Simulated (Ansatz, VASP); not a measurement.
## Two plane-wave programs on TiAl3

INCAR

```
PREC     = Accurate       # precision mode
ENCUT    = 520            # plane-wave cutoff, eV
EDIFF    = 1E-7           # SCF threshold, eV
ISMEAR   = 0              # smearing method
SIGMA    = 0.15           # smearing width, eV
LREAL    = False          # projectors in reciprocal space
LASPH    = True           # aspherical terms in the spheres
NELM     = 100            # most SCF steps
ALGO     = Fast           # electronic algorithm
ISIF     = 2              # what is computed and relaxed
LWAVE    = False          # write WAVECAR
LCHARG   = False          # write CHGCAR
GGA      = PS             # functional
NBANDS   = 44             # bands
```

Contents of KPOINTS:

```
regular mesh
0
Gamma
  12 12 4
```

File POSCAR:

```
TiAl3
1.0
    0.0000000000     -3.9483448101      0.0000000000
    0.0000000000      0.0000000000     -3.9483448101
   12.0950344302      0.0000000000      0.0000000000
Ti Al
3 9
Direct
    0.0000000000      1.0000000000      0.2448162680
    0.0000000000      1.0000000000      0.5712597215
    0.0000000000      1.0000000000      0.8977031751
    0.5000000000      0.0000000000      0.0815945412
    0.5000000000      0.0000000000      0.4080379948
    0.5000000000      0.0000000000      0.7344814483
    0.0000000000      0.5000000000      0.0815945412
    0.0000000000      0.5000000000      0.4080379948
    0.0000000000      0.5000000000      0.7344814483
    0.5000000000      0.5000000000      0.8977031751
    0.5000000000      0.5000000000      0.2448162680
    0.5000000000      0.5000000000      0.5712597215
```

Input for Ansatz:

```yaml
crystal:
  lattice:
    - [0.0, -3.9483448101, 0.0]
    - [0.0, 0.0, -3.9483448101]
    - [12.0950344302, 0.0, 0.0]
  atoms:
    - { symbol: Ti, position: [0.0, 1.0, 0.244816268] }
    - { symbol: Ti, position: [0.0, 1.0, 0.5712597215] }
    - { symbol: Ti, position: [0.0, 1.0, 0.8977031751] }
    - { symbol: Al, position: [0.5, 0.0, 0.0815945412] }
    - { symbol: Al, position: [0.5, 0.0, 0.4080379948] }
    - { symbol: Al, position: [0.5, 0.0, 0.7344814483] }
    - { symbol: Al, position: [0.0, 0.5, 0.0815945412] }
    - { symbol: Al, position: [0.0, 0.5, 0.4080379948] }
    - { symbol: Al, position: [0.0, 0.5, 0.7344814483] }
    - { symbol: Al, position: [0.5, 0.5, 0.8977031751] }
    - { symbol: Al, position: [0.5, 0.5, 0.244816268] }
    - { symbol: Al, position: [0.5, 0.5, 0.5712597215] }
basis:
  ecutwfc: 420
kpoints:
  mp_grid: { grid: [12, 12, 4] }
hamiltonian:
  xc: pbesol
scf:
  occupations: { method: gaussian, width: 0.15 }
output:
  forces: true
  stress: true
  eigenvalues: true
```

Alike in both runs: task single point; functional PBEsol; k mesh 12 × 12 × 4; occupations gaussian, width 0.15 eV; no spin polarisation.

|  | VASP | Ansatz |
| --- | --- | --- |
| version | VASP 6.6.1 | Ansatz 0.2.0 |
| potentials or method | VASP PAW PBE potentials, release 64 (Ti_sv, Al), cutoff 520 eV | scalar-relativistic, plane waves, PAW |
| valence electrons in the cell | 63 | 63 |

|  | VASP | Ansatz | Ansatz less VASP |
| --- | --- | --- | --- |
| gap on the k mesh at the Fermi level (eV) | none | none | - |
| pressure (GPa) | -1.7 | -1.8 | -0.09 |
| traceless stress, the component that is largest in VASP (GPa) | -1.44 | -1.43 | +0.007 |
| rms of the force components (eV/Å) | 0.229 | 0.228 | -0.0013 |

VASP's potentials were made for PBE, not for PBEsol. Atom by atom the forces differ by 0.001 eV/Å (rms over components). A gap of «none» marks a metal or a gap that the smearing closes. The functional is the same, so the differences come from potentials, cutoffs and numerics.
